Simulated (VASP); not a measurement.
# SiC (Cc) in VASP: further runs

The runs below take SiC through single point, with PBE.

All numbers are computed with VASP 6.6.1; they aren't measurements. Logs are shortened: lines on timing, memory, paths and dates and some standing lists are left out, and cuts for length are marked.

## Step 1: The cell of the first run

The typed cell holds 8 atoms: a = 3.094 Å, b = 3.094 Å, c = 10.129 Å, α = 90.00°, β = 90.00°, γ = 120.00°.

## Step 2: Single point, PBE

File INCAR:

```
SYSTEM = SiC
PREC     = Accurate       ! precision mode
ENCUT    = 600            ! plane-wave cutoff, eV
EDIFF    = 1E-6           ! SCF threshold, eV
ISMEAR   = -1             ! smearing method
SIGMA    = 0.01           ! smearing width, eV
LREAL    = .False.        ! projectors in reciprocal space
LASPH    = .True.         ! aspherical terms in the spheres
NELM     = 120            ! most SCF steps
ALGO     = Normal         ! electronic algorithm
ISIF     = 2              ! what is computed and relaxed
LWAVE    = .False.        ! write WAVECAR
LCHARG   = .False.        ! write CHGCAR
GGA      = PE             ! functional
NBANDS   = 26             ! bands
GGA_COMPAT= .False.
```

File KPOINTS:

```
Automatic mesh
0
Gamma
  2 2 1
  0.25 0.25 0.25
```

File POSCAR:

```
SiC
1.0
    3.0939615150      0.0000000280      0.0000000000
   -1.5469807817      2.6794492560      0.0000000000
    0.0000000000      0.0000000000     10.1287833600
Si C
4 4
Direct
    0.6691120062      0.3314694782      0.9375825938
    0.3314694782      0.6691120062      0.4375825938
    0.0019461712      0.9972942848      0.6875852558
    0.9972942848      0.0019461712      0.1875852558
    0.6703048487      0.3291224066      0.7501249659
    0.3291224066      0.6703048487      0.2501249659
    0.0011002125      0.9996505918      0.0007061845
    0.9996505918      0.0011002125      0.5007061845
```

Potentials or basis: VASP PAW PBE potentials, release 64 (Si, C).

Launch:

```
cat potpaw_PBE.64/Si/POTCAR potpaw_PBE.64/C/POTCAR > POTCAR
mpirun -np 1 vasp_std > vasp.out
```

OUTCAR:

```text
SYSTEM = SiC
   PREC = Accurate
   ENCUT = 600
   EDIFF = 1E-6
   ISMEAR = -1
   LREAL = .False.
   LASPH = .True.
   NELM = 120
   ISIF = 2
   GGA = PE

 ion  position               nearest neighbor table
   1  0.669  0.331  0.938-   7 1.89   5 1.90   7 1.90   7 1.90   4 3.09   3 3.10   3 3.10   3 3.10
                             4 3.10   4 3.11
   2  0.331  0.669  0.438-   8 1.89   6 1.90   8 1.90   8 1.90   3 3.09   4 3.10   4 3.10   4 3.10
                             3 3.10   3 3.11
   3  0.002  0.997  0.688-   5 1.89   8 1.89   5 1.90   5 1.90   2 3.09   1 3.10   1 3.10   1 3.10
                             2 3.10   2 3.11
   4  0.997  0.002  0.188-   6 1.89   7 1.89   6 1.90   6 1.90   1 3.09   2 3.10   2 3.10   2 3.10
                             1 3.10   1 3.11
   5  0.670  0.329  0.750-   3 1.89   1 1.90   3 1.90   3 1.90
   6  0.329  0.670  0.250-   4 1.89   2 1.90   4 1.90   4 1.90
   7  0.001  1.000  0.001-   1 1.89   4 1.89   1 1.90   1 1.90
   8  1.000  0.001  0.501-   2 1.89   3 1.89   2 1.90   2 1.90

  LATTYP: Found a hexagonal cell.
 ALAT       =     3.0939615150
 C/A-ratio  =     3.2737263573

  Lattice vectors:

 A1 = (   3.0939615150,   0.0000000280,   0.0000000000)
 A2 = (  -1.5469807817,   2.6794492560,   0.0000000000)
 A3 = (   0.0000000000,   0.0000000000,  10.1287833600)

Analysis of symmetry for initial positions (statically):
=====================================================================
 Subroutine PRICEL returns:
 Original cell was already a primitive cell.

 Routine SETGRP: Setting up the symmetry group for a
 hexagonal supercell.

 Subroutine GETGRP returns: Found  2 space group operations
 (whereof  1 operations were pure point group operations)
 out of a pool of 24 trial point group operations.

The static configuration has the point symmetry C_1 .
 The point group associated with its full space group is C_1h.

Analysis of symmetry for dynamics (positions and initial velocities):
=====================================================================
 Subroutine PRICEL returns:
 Original cell was already a primitive cell.

 Routine SETGRP: Setting up the symmetry group for a
 hexagonal supercell.

 Subroutine GETGRP returns: Found  2 space group operations
 (whereof  1 operations were pure point group operations)
 out of a pool of 24 trial point group operations.

The dynamic configuration has the point symmetry C_1 .
 The point group associated with its full space group is C_1h.

 Subroutine INISYM returns: Found  2 space group operations
 (whereof  1 operations are pure point group operations),
 and found     1 'primitive' translations

----------------------------------------------------------------------------------------

                                     Primitive cell

  volume of cell :      83.9688

  direct lattice vectors                    reciprocal lattice vectors
     3.093961515  0.000000028  0.000000000     0.323210224  0.186605514  0.000000000
    -1.546980782  2.679449256  0.000000000    -0.000000003  0.373211022  0.000000000
     0.000000000  0.000000000 10.128783360     0.000000000  0.000000000  0.098728541

  length of vectors
     3.093961515  3.093961515 10.128783360     0.373211022  0.373211022  0.098728541

  position of ions in fractional coordinates (direct lattice)
     0.669112006  0.331469478  0.937582594
     0.331469478  0.669112006  0.437582594
     0.001946171  0.997294285  0.687585256
     0.997294285  0.001946171  0.187585256
     0.670304849  0.329122407  0.750124966
     0.329122407  0.670304849  0.250124966
     0.001100212  0.999650592  0.000706184
     0.999650592  0.001100212  0.500706184

  ion indices of the primitive-cell ions
   primitive index   ion index
                 1           1
                 2           2
                 3           3
                 4           4
                 5           5
                 6           6
                 7           7
                 8           8

----------------------------------------------------------------------------------------

 KPOINTS: Automatic mesh

Automatic generation of k-mesh.
 Grid dimensions read from file:
 generate k-points for:    2    2    1

 Generating k-lattice:

  Cartesian coordinates                     Fractional coordinates (reciprocal lattice)
     0.161605112  0.093302757  0.000000000     0.500000000  0.000000000  0.000000000
    -0.000000002  0.186605511  0.000000000     0.000000000  0.500000000  0.000000000
     0.000000000  0.000000000  0.098728541     0.000000000  0.000000000  1.000000000

  Length of vectors
     0.186605511  0.186605511  0.098728541

  Shift w.r.t. Gamma in fractional coordinates (k-lattice)
     0.250000000  0.250000000  0.250000000

 Subroutine IBZKPT returns following result:
 ===========================================

 Found     14 irreducible k-points:

 Following reciprocal coordinates:
            Coordinates               Weight
  0.125000  0.125000  0.250000      2.000000
 -0.125000  0.250000  0.250000      4.000000
 -0.250000  0.125000  0.250000      4.000000
 -0.125000 -0.125000  0.250000      2.000000
 -0.375000  0.125000  0.250000      4.000000
 -0.125000 -0.250000  0.250000      4.000000
  0.250000 -0.375000  0.250000      4.000000
  0.375000 -0.125000  0.250000      4.000000
  0.125000  0.250000  0.250000      4.000000
 -0.250000  0.375000  0.250000      4.000000
 -0.375000 -0.375000  0.250000      2.000000
  0.375000  0.250000  0.250000      4.000000
 -0.250000 -0.375000  0.250000      4.000000
  0.375000  0.375000  0.250000      2.000000
   k-points           NKPTS =     14   k-points in BZ     NKDIM =     14   number of bands    NBANDS=     26
   number of dos      NEDOS =    301   number of ions     NIONS =      8
   total plane-waves  NPLWV =  65856
   dimension x,y,z NGX =    28 NGY =   28 NGZ =   84
   dimension x,y,z NGXF=    56 NGYF=   56 NGZF=  168
   ions per type =               4   4
   NGX,Y,Z   is equivalent  to a cutoff of  15.05, 15.05, 13.79 a.u.
   NGXF,Y,Z  is equivalent  to a cutoff of  30.09, 30.09, 27.57 a.u.
 SYSTEM =  SiC
   PREC   = accura    normal or accurate (medium, high low for compatibility)
   ISTART =      0    job   : 0-new  1-cont  2-samecut
   ICHARG =      2    charge: 1-file 2-atom 10-const
   ISPIN  =      1    spin polarized calculation?
   LNONCOLLINEAR =      F non collinear calculations
   LSORBIT =      F    spin-orbit coupling
   LASPH  =      T    aspherical Exc in radial PAW
   ENCUT  =  600.0 eV  44.10 Ry    6.64 a.u.   6.18  6.18 20.23*2*pi/ulx,y,z
   NELM   =    120;   NELMIN=  2; NELMDL= -5     # of ELM steps
   EDIFF  = 0.1E-05   stopping-criterion for ELM
   LREAL  =      F    real-space projection
   EDIFFG = 0.1E-04   stopping-criterion for IOM
   NSW    =      0    number of steps for IOM
   IBRION =     -1    ionic relax: 0-MD 1-quasi-New 2-CG
   NFREE  =      0    steps in history (QN), initial steepest desc. (CG)
   ISIF   =      2    stress and relaxation
   ISYM   =      2    0-nonsym 1-usesym 2-fastsym
   POTIM  = 0.5000    time-step for ionic-motion
   TEBEG  =    0.0;   TEEND  =   0.0 temperature during run
   PSTRESS=    0.0 pullay stress
   NELECT =      32.0000    total number of electrons
   NUPDOWN=      -1.0000    fix difference up-down
   EMIN   =  10.00;   EMAX   =-10.00  energy-range for DOS
   EFERMI =   0.00;   METHOD = LEGACY
   ISMEAR =    -1;   SIGMA  =   0.01  broadening in eV -4-tet -1-fermi 0-gaus
   EFERMI_NEDOS =   21; number of points for ismear=-14 and -15
   IALGO  =     38    algorithm
   IMIX   =      4    mixing-type and parameters
     AMIX     =   0.40;   BMIX     =  1.00
     AMIX_MAG =   1.60;   BMIX_MAG =  1.00
  volume/ion in A,a.u.               =      10.50        70.83
  Fermi-wavevector in a.u.,A,eV,Ry     =   1.186913  2.242940 19.167379  1.408763
  Thomas-Fermi vector in A             =   2.323076
   LORBIT       =      0    0 simple, 1 ext, 2 COOP (PROOUT), +10 PAW based schemes
   GGA     = PE    functional components
   LHFCALC =     F    Hartree Fock is set to
   AEXX    =    0.0000 exact exchange contribution
   IVDW    =     0    specifies the selected vdW correction
   LEPSILON=     F    determine dielectric tensor
   LRPA    =     F    only Hartree local field effects (RPA)
 non-spin polarized calculation
  energy-cutoff  :      600.00
  volume of cell :       83.97
 maximum number of plane-waves:      2809
 NGX is ok and might be reduce to    28
   NGX = 13   NGY = 13   NGZ = 41

 number of electron      31.9999999 magnetization

 Free energy of the ion-electron system (eV)
  ---------------------------------------------------
  ext. energy  EPLUGINS =         0.00000000
  ---------------------------------------------------
  free energy    TOTEN  =       -61.76454648 eV

  energy without entropy =      -61.76454648  energy(sigma->0) =      -61.76454648

 E-fermi :   7.5919     XC(G=0): -11.3091

 val. band max:        7.3494289799   @ k =  -0.1250  -0.1250   0.2500
 cond. band min:      11.5239451957   @ k =   0.3750   0.2500   0.2500
 fundamental gap:      4.1745162158
 Fermi energy:         7.5919465578

 k-point     1 :       0.1250    0.1250    0.2500
  band No.  band energies     occupation
      1      -6.5314      2.00000
      2      -5.9496      2.00000
      3      -4.8482      2.00000
      4      -3.5430      2.00000
      5       0.5132      2.00000
      6       2.4608      2.00000
[... 18 lines left out ...]
     25      15.9893      0.00000
     26      16.2743      0.00000

 k-point     2 :      -0.1250    0.2500    0.2500
  band No.  band energies     occupation
      1      -6.5300      2.00000
      2      -5.9482      2.00000
      3      -4.8471      2.00000
      4      -3.5429      2.00000
      5       0.5128      2.00000
      6       2.4499      2.00000
[... 18 lines left out ...]
     25      15.9661      0.00000
[... 318 lines left out ...]
     25      17.1126      0.00000
     26      17.7330      0.00000

 k-point    14 :       0.3750    0.3750    0.2500
  band No.  band energies     occupation
      1      -3.3254      2.00000
      2      -3.0924      2.00000
      3      -2.7839      2.00000
      4      -2.6091      2.00000
      5       0.3003      2.00000
      6       0.4805      2.00000
[... 18 lines left out ...]
     25      17.1403      0.00000
     26      17.7817      0.00000

------------------------ aborting loop because EDIFF is reached ----------------------------------------

  FORCE on cell =-STRESS in cart. coord.  units (eV):
  Direction    XX          YY          ZZ          XY          YZ          ZX
  --------------------------------------------------------------------------------------
  -------------------------------------------------------------------------------------
  Total       -1.5531422     -1.8977656      1.3091817     -0.2984526     -0.0043691     -0.0025225
  in kB      -29.6349407    -36.2105747     24.9800204     -5.6946659     -0.0833645     -0.0481305
  external PRESSURE =     -13.6218317 kB  Pullay stress =       0.0000000 kB

 VOLUME and BASIS-vectors are now :
 -----------------------------------------------------------------------------
  energy-cutoff  :      600.00
  volume of cell :       83.97
      direct lattice vectors                 reciprocal lattice vectors
     3.093961515  0.000000028  0.000000000     0.323210224  0.186605514  0.000000000
    -1.546980782  2.679449256  0.000000000    -0.000000003  0.373211022  0.000000000
     0.000000000  0.000000000 10.128783360     0.000000000  0.000000000  0.098728541

 POSITION                                       TOTAL-FORCE (eV/Angst)
 -----------------------------------------------------------------------------------
      1.55743      0.88816      9.49657        -0.096168      0.054749     -0.012504
     -0.00955      1.79285      4.43218         0.095499     -0.055909     -0.012504
     -1.53677      2.67220      6.96440         0.082291     -0.035291     -0.016117
      3.08258      0.00521      1.90001        -0.071708      0.053620     -0.016117
      1.56475      0.88187      7.59785        -0.149968      0.086161      0.014773
     -0.01866      1.79605      2.53346         0.149602     -0.086796      0.014773
     -1.54304      2.67851      0.00715         0.065079     -0.048597      0.013848
      3.09118      0.00295      5.07154        -0.074626      0.032062      0.013848
 -----------------------------------------------------------------------------------
    total drift:                                0.000007      0.000013     -0.000914

  FREE ENERGIE OF THE ION-ELECTRON SYSTEM (eV)
  ---------------------------------------------------
  free  energy   TOTEN  =       -61.7645464832 eV

  energy  without entropy=      -61.7645464832  energy(sigma->0) =      -61.76454648
```

Wall time 59 s (1 thread of Intel Xeon Platinum 8488C (Sapphire Rapids), shared host); peak memory 0.23 GiB.

Results:

```
Free energy            : -61.7645 eV
Pressure               : -1.4 GPa
Largest force          : 0.174 eV/Å
Band gap on the k mesh : 4.17 eV (least direct gap 5.17 eV)
```

Forces in eV/Å, atoms in the order of the input:
```
Si  -0.096  0.055 -0.013
Si   0.095 -0.056 -0.013
Si   0.082 -0.035 -0.016
Si  -0.072  0.054 -0.016
C   -0.150  0.086  0.015
C    0.150 -0.087  0.015
C    0.065 -0.049  0.014
C   -0.075  0.032  0.014
```

Stress tensor (GPa, compression positive):
```
-2.96 -0.57  0.00
-0.57 -3.62 -0.01
 0.00 -0.01  2.50
```

Levels at points of the mesh, in eV from the valence-band top:
| k point | band 13 | band 14 | band 15 | band 16 | band 17 | band 18 | band 19 | band 20 |
| --- | --- | --- | --- | --- | --- | --- | --- | --- |
| (0.12, 0.12, 0.25) | -1.14 | -0.88 | -0.34 | 0.00 | 5.74 | 6.08 | 6.17 | 6.61 |

Caveat: the k points lie up to 0.59 Å⁻¹ apart; a shifted mesh leaves out Γ, where band edges can lie.

[end of part 1 of 2]
